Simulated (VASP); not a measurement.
Here is a VASP 6.6.1 calculation.

The input POSCAR:

```
BaTe
1.0
    0.0000000000      3.6383584479      3.6383584479
    3.6383584479      0.0000000000      3.6383584479
    3.6383584479      3.6383584479      0.0000000000
Ba Te
1 1
Direct
    0.0000000000      0.0000000000      0.0000000000
    0.5000000000      0.5000000000      0.5000000000
```

Contents of INCAR.step1:

```
PREC = Accurate ; ENCUT = 520
EDIFF = 1E-5 ; ISMEAR = 0
SIGMA = 0.01 ; LREAL = F
LASPH = T ; NELM = 60
ALGO = Normal ; ISIF = 2
LWAVE = T ; LCHARG = F
GGA = PE ; NBANDS = 15
```

Contents of INCAR.step2:

```
PREC = Accurate ; ENCUT = 520
EDIFF = 1E-6 ; ISMEAR = 0
SIGMA = 0.01 ; LREAL = F
LASPH = T ; NELM = 60
ALGO = Normal ; ISIF = 2
LWAVE = F ; LCHARG = F
GGA = PE ; LHFCALC = T
HFSCREEN = 0.2079 ; PRECFOCK = Normal
ISTART = 1 ; NBANDS = 15
```

File KPOINTS:

```
regular mesh
0
Gamma
  4 4 4
```

Potentials or basis: VASP PAW PBE potentials, release 64 (Ba_sv, Te).

Launch:

```console
$ cat potpaw_PBE.64/Ba_sv/POTCAR potpaw_PBE.64/Te/POTCAR > POTCAR
$ cp INCAR.step1 INCAR
$ mpirun -np 1 vasp_std > vasp.out
$ cp INCAR.step2 INCAR
$ mpirun -np 1 vasp_std > vasp.out
```

Question: Predict the band gap on the k mesh.

Answer: 2.46 eV (least direct gap 2.88 eV).

Question: Estimate the pressure.

Answer: -2.2 GPa.

Caveat: the cell differs from its parent crystal (strain +3.0%); the PAW data sets were made with another functional, which shifts forces and pressure a little; spin-orbit coupling is left out, which moves the levels of the heavy elements. A k mesh can miss the band edges.
